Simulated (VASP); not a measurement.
Zr: single point with PBE

Crystal: Zr.

```xyz
1
Lattice="0.0000 2.2699 2.2699 2.2699 0.0000 2.2699 2.2699 2.2699 0.0000" Properties=species:S:1:pos:R:3 pbc="T T T"
Zr    0.0000    0.0000    0.0000
```

This cell differs from its parent crystal: volume scaled by 1.02.

```json
{
 "Program": "VASP 6.6.1",
 "Task": "single point",
 "Functional": "PBE",
 "Potentials or basis": "VASP PAW PBE potentials, release 64 (Zr_sv)",
 "Cutoff": "520 eV",
 "k mesh": "10 × 10 × 10",
 "Occupations": "fermi-dirac, width 0.05 eV",
 "Spin": "no spin polarisation",
 "Dipole correction": "no",
 "Further INCAR settings": "ALGO = Normal; EDIFF = 1e-06; NBANDS = 12"
}
```

```
Pressure               : -0.6 GPa
Band gap on the k mesh : zero (band 6 reaches 9.81 eV, above the bottom of band 7 at 8.56 eV)
```

Levels at points of the mesh, in eV from the Fermi level:
```csv
k point,band 3,band 4,band 5,band 6,band 7,band 8,band 9,band 10
"(0.00, 0.00, 0.00)",-26.23,-26.23,-5.53,0.99,0.99,0.99,3.38,3.38
"(0.50, 0.00, 0.00)",-26.35,-26.35,-2.92,0.81,0.81,1.09,5.15,5.15
"(0.50, 0.50, 0.00)",-26.57,-26.57,-2.94,-2.15,2.97,5.15,5.65,5.65
```

Run time: 7 s on 1 thread of Intel(R) Xeon(R) Platinum 8259CL CPU @ 2.50GHz (Skylake/Cascade Lake), on a shared host, peak memory 0.14 GiB.
